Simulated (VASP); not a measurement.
# Au (P6/mmm) in VASP: a series of runs

Runs on Au. Level: BLYP. Tasks: single point.

All numbers are computed with VASP 6.6.1; they aren't measurements. Logs are shortened: lines on timing, memory, paths and dates and some standing lists are left out, and cuts for length are marked.

### Step 1. The cell of the first run

It takes space group P6/mmm (No. 191, hexagonal). Conventional cell: a = 4.669 Å, b = 4.669 Å, c = 2.779 Å, α = 90.00°, β = 90.00°, γ = 120.00°. Au (site symmetry 6/mmm) has 14 Au at 2.78 to 3.03 Å within 3.7 Å. Au (site symmetry -6m2) has 11 Au at 2.70 to 3.03 Å within 3.6 Å.

### Step 2. Single point, BLYP (volume scaled by 0.88)

Contents of INCAR:

```
SYSTEM = Au
PREC = Accurate ; ENCUT = 520
EDIFF = 1E-7 ; ISMEAR = -1
SIGMA = 0.1 ; LREAL = .False.
LASPH = .True. ; NELM = 80
ALGO = Normal ; ISIF = 2
LWAVE = .False. ; LCHARG = .False.
GGA = B5 ; ALDAX = 1.0
AGGAX = 1.0 ; AGGAC = 1.0
ALDAC = 0.0 ; NBANDS = 24
```

Contents of KPOINTS:

```
Automatic mesh
0
Gamma
  9 9 12
  0 0 0
```

Contents of POSCAR:

```
Au
1.0
    4.6691905602      0.0000000000      0.0000000000
   -2.3345952801      4.0436376402      0.0000000000
    0.0000000000      0.0000000000      2.7789654068
Au
3
Direct
    0.0000000000      1.0000000000      0.0000000000
    0.3333333333      0.6666666667      0.5000000000
    0.6666666667      0.3333333333      0.5000000000
```

Potentials or basis: VASP PAW PBE potentials, release 64 (Au).

Started as:

```bash
$ cat potpaw_PBE.64/Au/POTCAR > POTCAR
$ mpirun -np 1 vasp_std > vasp.out
```

OUTCAR:

```text
SYSTEM = Au
   PREC = Accurate
   ENCUT = 520
   EDIFF = 1E-7
   ISMEAR = -1
   LREAL = .False.
   LASPH = .True.
   NELM = 80
   ISIF = 2
   GGA = B5

 ion  position               nearest neighbor table
   1  0.000  0.000  0.000-   2 3.03   3 3.03   2 3.03   3 3.03   2 3.03   2 3.03   3 3.03   3 3.03
                             3 3.03   3 3.03   2 3.03   2 3.03
   2  0.333  0.667  0.500-   3 2.70   3 2.70   3 2.70   1 3.03   1 3.03   1 3.03   1 3.03   1 3.03
                             1 3.03
   3  0.667  0.333  0.500-   2 2.70   2 2.70   2 2.70   1 3.03   1 3.03   1 3.03   1 3.03   1 3.03
                             1 3.03

  LATTYP: Found a hexagonal cell.
 ALAT       =     4.6691905602
 C/A-ratio  =     0.5951706984

  Lattice vectors:

 A1 = (   4.6691905602,   0.0000000000,   0.0000000000)
 A2 = (  -2.3345952801,   4.0436376402,   0.0000000000)
 A3 = (   0.0000000000,   0.0000000000,   2.7789654068)

Analysis of symmetry for initial positions (statically):
=====================================================================
 Subroutine PRICEL returns:
 Original cell was already a primitive cell.

 Routine SETGRP: Setting up the symmetry group for a
 hexagonal supercell.

 Subroutine GETGRP returns: Found 24 space group operations
 (whereof 24 operations were pure point group operations)
 out of a pool of 24 trial point group operations.

The static configuration has the point symmetry D_6h.

Analysis of symmetry for dynamics (positions and initial velocities):
=====================================================================
 Subroutine PRICEL returns:
 Original cell was already a primitive cell.

 Routine SETGRP: Setting up the symmetry group for a
 hexagonal supercell.

 Subroutine GETGRP returns: Found 24 space group operations
 (whereof 24 operations were pure point group operations)
 out of a pool of 24 trial point group operations.

The dynamic configuration has the point symmetry D_6h.

 Subroutine INISYM returns: Found 24 space group operations
 (whereof 24 operations are pure point group operations),
 and found     1 'primitive' translations

----------------------------------------------------------------------------------------

                                     Primitive cell

  volume of cell :      52.4683

  direct lattice vectors                    reciprocal lattice vectors
     4.669190560  0.000000000  0.000000000     0.214169884  0.123651040  0.000000000
    -2.334595280  4.043637640  0.000000000     0.000000000  0.247302080  0.000000000
     0.000000000  0.000000000  2.778965407     0.000000000  0.000000000  0.359846149

  length of vectors
     4.669190560  4.669190560  2.778965407     0.247302080  0.247302080  0.359846149

  position of ions in fractional coordinates (direct lattice)
     0.000000000  0.000000000  0.000000000
     0.333333333  0.666666667  0.500000000
     0.666666667  0.333333333  0.500000000

  ion indices of the primitive-cell ions
   primitive index   ion index
                 1           1
                 2           2
                 3           3

----------------------------------------------------------------------------------------

 KPOINTS: Automatic mesh

Automatic generation of k-mesh.
 Grid dimensions read from file:
 generate k-points for:    9    9   12

 Generating k-lattice:

  Cartesian coordinates                     Fractional coordinates (reciprocal lattice)
     0.023796654  0.013739004  0.000000000     0.111111111  0.000000000  0.000000000
     0.000000000  0.027478009  0.000000000     0.000000000  0.111111111  0.000000000
     0.000000000  0.000000000  0.029987179     0.000000000  0.000000000  0.083333333

  Length of vectors
     0.027478009  0.027478009  0.029987179

  Shift w.r.t. Gamma in fractional coordinates (k-lattice)
     0.000000000  0.000000000  0.000000000

 Subroutine IBZKPT returns following result:
 ===========================================

 Found     84 irreducible k-points:

 Following reciprocal coordinates:
            Coordinates               Weight
  0.000000  0.000000  0.000000      1.000000
  0.111111  0.000000  0.000000      6.000000
  0.222222 -0.000000  0.000000      6.000000
  0.333333 -0.000000  0.000000      6.000000
  0.444444 -0.000000  0.000000      6.000000
  0.111111  0.111111  0.000000      6.000000
[... 16 lines left out ...]
  0.333333  0.222222  0.083333     24.000000
  0.333333  0.333333  0.083333      4.000000
 [... further k-points ...]
   k-points           NKPTS =     84   k-points in BZ     NKDIM =     84   number of bands    NBANDS=     24
   number of dos      NEDOS =    301   number of ions     NIONS =      3
   total plane-waves  NPLWV =  31104
   dimension x,y,z NGX =    36 NGY =   36 NGZ =   24
   dimension x,y,z NGXF=    72 NGYF=   72 NGZF=   48
   ions per type =               3
   NGX,Y,Z   is equivalent  to a cutoff of  12.82, 12.82, 14.36 a.u.
   NGXF,Y,Z  is equivalent  to a cutoff of  25.64, 25.64, 28.72 a.u.
 SYSTEM =  Au
   PREC   = accura    normal or accurate (medium, high low for compatibility)
   ISTART =      0    job   : 0-new  1-cont  2-samecut
   ICHARG =      2    charge: 1-file 2-atom 10-const
   ISPIN  =      1    spin polarized calculation?
   LNONCOLLINEAR =      F non collinear calculations
   LSORBIT =      F    spin-orbit coupling
   LASPH  =      T    aspherical Exc in radial PAW
   ENCUT  =  520.0 eV  38.22 Ry    6.18 a.u.   8.68  8.68  5.17*2*pi/ulx,y,z
   NELM   =     80;   NELMIN=  2; NELMDL= -5     # of ELM steps
   EDIFF  = 0.1E-06   stopping-criterion for ELM
   LREAL  =      F    real-space projection
   EDIFFG = 0.1E-05   stopping-criterion for IOM
   NSW    =      0    number of steps for IOM
   IBRION =     -1    ionic relax: 0-MD 1-quasi-New 2-CG
   NFREE  =      0    steps in history (QN), initial steepest desc. (CG)
   ISIF   =      2    stress and relaxation
   ISYM   =      2    0-nonsym 1-usesym 2-fastsym
   POTIM  = 0.5000    time-step for ionic-motion
   TEBEG  =    0.0;   TEEND  =   0.0 temperature during run
   PSTRESS=    0.0 pullay stress
   NELECT =      33.0000    total number of electrons
   NUPDOWN=      -1.0000    fix difference up-down
   EMIN   =  10.00;   EMAX   =-10.00  energy-range for DOS
   EFERMI =   0.00;   METHOD = LEGACY
   ISMEAR =    -1;   SIGMA  =   0.10  broadening in eV -4-tet -1-fermi 0-gaus
   EFERMI_NEDOS =   21; number of points for ismear=-14 and -15
   IALGO  =     38    algorithm
   IMIX   =      4    mixing-type and parameters
     AMIX     =   0.40;   BMIX     =  1.00
     AMIX_MAG =   1.60;   BMIX_MAG =  1.00
  volume/ion in A,a.u.               =      17.49       118.02
  Fermi-wavevector in a.u.,A,eV,Ry     =   1.402643  2.650611 26.768203  1.967407
  Thomas-Fermi vector in A             =   2.525384
   LORBIT       =      0    0 simple, 1 ext, 2 COOP (PROOUT), +10 PAW based schemes
   GGA     = B5    functional components
   LHFCALC =     F    Hartree Fock is set to
   AEXX    =    0.0000 exact exchange contribution
   IVDW    =     0    specifies the selected vdW correction
   LEPSILON=     F    determine dielectric tensor
   LRPA    =     F    only Hartree local field effects (RPA)
 non-spin polarized calculation
  energy-cutoff  :      520.00
  volume of cell :       52.47
 maximum number of plane-waves:      1438
 NGX is ok and might be reduce to    36
   NGX = 17   NGY = 17   NGZ = 11

 number of electron      32.9999998 magnetization

 Free energy of the ion-electron system (eV)
  ---------------------------------------------------
  ext. energy  EPLUGINS =         0.00000000
  ---------------------------------------------------
  free energy    TOTEN  =        -6.89371250 eV

  energy without entropy =       -6.86677885  energy(sigma->0) =       -6.88024568

 E-fermi :   9.6794     XC(G=0): -11.9052

 val. band max:        9.6133129572   @ k =   0.3333   0.3333   0.3333
 cond. band min:       9.7187358139   @ k =   0.2222   0.1111   0.0833
 fundamental gap:      0.1054228567
 Fermi energy:         9.6793698673

 k-point     1 :       0.0000    0.0000    0.0000
  band No.  band energies     occupation
      1       0.1263      2.00000
      2       2.8491      2.00000
      3       4.0341      2.00000
      4       4.4940      2.00000
      5       4.6979      2.00000
      6       4.6979      2.00000
[... 16 lines left out ...]
     23      21.3251      0.00000
     24      25.9864      0.00000

 k-point     2 :       0.1111    0.0000    0.0000
  band No.  band energies     occupation
      1       0.2728      2.00000
      2       2.8817      2.00000
      3       3.8983      2.00000
      4       4.1924      2.00000
      5       4.4000      2.00000
      6       4.5307      2.00000
[... 16 lines left out ...]
     23      21.5990      0.00000
     24      25.9154      0.00000

 k-point     3 :       0.2222   -0.0000    0.0000
  band No.  band energies     occupation
      1       0.6971      2.00000
      2       2.9337      2.00000
      3       3.4798      2.00000
      4       3.8759      2.00000
      5       4.1931      2.00000
      6       4.4293      2.00000
[... 16 lines left out ...]
     23      22.3772      0.00000
     24      25.2942      0.00000

 k-point     4 :       0.3333   -0.0000    0.0000
  band No.  band energies     occupation
      1       1.3464      2.00000
      2       2.7802      2.00000
      3       3.2363      2.00000
      4       3.6711      2.00000
      5       4.1118      2.00000
      6       4.2512      2.00000
[... 16 lines left out ...]
     23      23.5574      0.00000
     24      24.4310      0.00000

 k-point     5 :       0.4444   -0.0000    0.0000
  band No.  band energies     occupation
      1       2.0972      2.00000
      2       2.5740      2.00000
      3       2.8659      2.00000
      4       3.7429      2.00000
      5       4.0023      2.00000
      6       4.1056      2.00000
[... 16 lines left out ...]
     23      22.1654      0.00000
     24      23.3243      0.00000

 k-point     6 :       0.1111    0.1111    0.0000
  band No.  band energies     occupation
      1       0.5578      2.00000
      2       2.9280      2.00000
      3       3.6587      2.00000
      4       3.8234      2.00000
      5       4.2162      2.00000
      6       4.5266      2.00000
[... 16 lines left out ...]
     23      22.1238      0.00000
     24      25.4703      0.00000
[... 379 lines left out ...]
 k-point    21 :       0.4444    0.1111    0.0833
  band No.  band energies     occupation
      1       2.4671      2.00000
      2       2.7236      2.00000
      3       2.7945      2.00000
      4       3.9478      2.00000
      5       3.9647      2.00000
      6       4.2074      2.00000
[... 16 lines left out ...]
     23      23.1624      0.00000
     24      23.4668      0.00000

 k-point    22 :       0.2222    0.2222    0.0833
  band No.  band energies     occupation
      1       1.8135      2.00000
      2       2.8505      2.00000
      3       3.1444      2.00000
      4       3.6827      2.00000
      5       4.1332      2.00000
      6       4.4700      2.00000
[... 16 lines left out ...]
     23      22.6589      0.00000
     24      22.9457      0.00000

 k-point    23 :       0.3333    0.2222    0.0833
  band No.  band energies     occupation
      1       2.3182      2.00000
      2       2.6997      2.00000
      3       2.9105      2.00000
      4       3.8855      2.00000
      5       4.0482      2.00000
      6       4.3392      2.00000
[... 16 lines left out ...]
     23      23.3212      0.00000
     24      23.8839      0.00000

 k-point    24 :       0.3333    0.3333    0.0833
  band No.  band energies     occupation
      1       2.3805      2.00000
      2       2.7902      2.00000
      3       2.7902      2.00000
      4       4.0023      2.00000
      5       4.0023      2.00000
      6       4.2972      2.00000
[... 16 lines left out ...]
     23      23.9947      0.00000
     24      24.2691      0.00000

 [... further k-points ...]
[... 5 lines left out ...]
  --------------------------------------------------------------------------------------
  -------------------------------------------------------------------------------------
  Total        6.3925601      6.3925601      5.7866165      0.0000000     -0.0000000      0.0000000
  in kB      195.2038753    195.2038753    176.7007190      0.0000000     -0.0000000      0.0000000
  external PRESSURE =     189.0361566 kB  Pullay stress =       0.0000000 kB

 VOLUME and BASIS-vectors are now :
 -----------------------------------------------------------------------------
  energy-cutoff  :      520.00
  volume of cell :       52.47
      direct lattice vectors                 reciprocal lattice vectors
     4.669190560  0.000000000  0.000000000     0.214169884  0.123651040  0.000000000
    -2.334595280  4.043637640  0.000000000     0.000000000  0.247302080  0.000000000
     0.000000000  0.000000000  2.778965407     0.000000000  0.000000000  0.359846149

 POSITION                                       TOTAL-FORCE (eV/Angst)
 -----------------------------------------------------------------------------------
      0.00000      0.00000      0.00000         0.000000     -0.000000      0.000000
     -0.00000      2.69576      1.38948         0.000000     -0.000000     -0.000000
      2.33460      1.34788      1.38948        -0.000000      0.000000      0.000000
 -----------------------------------------------------------------------------------
    total drift:                                0.000000     -0.000000     -0.000000

  FREE ENERGIE OF THE ION-ELECTRON SYSTEM (eV)
  ---------------------------------------------------
  free  energy   TOTEN  =        -6.8937125031 eV

  energy  without entropy=       -6.8667788531  energy(sigma->0) =       -6.88024568
```

It took 69 s on 1 thread of AMD EPYC 9R45 (Zen 5), shared host; peak memory 0.2 GiB.

Results:

- Free energy: -6.8937 eV
- Pressure: 18.9 GPa

Levels at points of the mesh, in eV from the Fermi level:
```
           k point  band 13  band 14  band 15  band 16  band 17  band 18  band 19  band 20
(0.00, 0.00, 0.00)    -3.46    -3.46    -1.91    -1.91     2.72     3.60     5.30     5.30
(0.00, 0.00, 0.50)    -2.23    -2.23    -1.21     0.11     0.54     6.48     6.76     7.31
```

Caveat: the PAW data sets were made with another functional, which shifts forces and pressure a little; spin-orbit coupling is left out, which moves the levels of the heavy elements.

### Step 3. Single point, BLYP (volume scaled by 0.92)

Contents of INCAR:

```
SYSTEM = Au
  AGGAC = 1.0
  AGGAX = 1.0
  ALDAC = 0.0
  ALDAX = 1.0
  ALGO = Normal
  EDIFF = 1E-6
  ENCUT = 520
  GGA = B5
  ISIF = 2
  ISMEAR = -1
  LASPH = .True.
  LCHARG = .False.
  LREAL = .False.
  LWAVE = .False.
  NBANDS = 24
  NELM = 60
  PREC = Accurate
  SIGMA = 0.1
```

Contents of KPOINTS:

```
k-points
0
Gamma
  9 9 12
  0 0 0
```

Contents of POSCAR:

```
Au
1.0
    4.7388902474      0.0000000000      0.0000000000
   -2.3694451237      4.1039993400      0.0000000000
    0.0000000000      0.0000000000      2.8204486183
Au
3
Direct
    0.0000000000      1.0000000000      0.0000000000
    0.3333333333      0.6666666667      0.5000000000
    0.6666666667      0.3333333333      0.5000000000
```

Potentials or basis: VASP PAW PBE potentials, release 64 (Au).

Started as:

```bash
$ cat potpaw_PBE.64/Au/POTCAR > POTCAR
$ mpirun -np 1 vasp_std > vasp.out
```

Run time: 62 s. Hardware: 1 thread of AMD EPYC 9R45 (Zen 5), shared host; peak memory 0.2 GiB.

Results (log left out):

```
Free energy : -7.1145 eV
Pressure    : 10.9 GPa
```

Stress tensor (GPa, compression positive):
```
11.52  0.00  0.00
 0.00 11.52  0.00
 0.00  0.00  9.75
```

Levels at points of the mesh, in eV from the Fermi level:
| k point | band 14 | band 15 | band 16 | band 17 | band 18 | band 19 |
| --- | --- | --- | --- | --- | --- | --- |
| (0.00, 0.00, 0.00) | -3.31 | -1.89 | -1.89 | 2.55 | 3.41 | 5.17 |
| (0.00, 0.00, 0.50) | -2.18 | -1.23 | 0.09 | 0.46 | 6.40 | 6.61 |

Caveat: the PAW data sets were made with another functional, which shifts forces and pressure a little; spin-orbit coupling is left out, which moves the levels of the heavy elements.
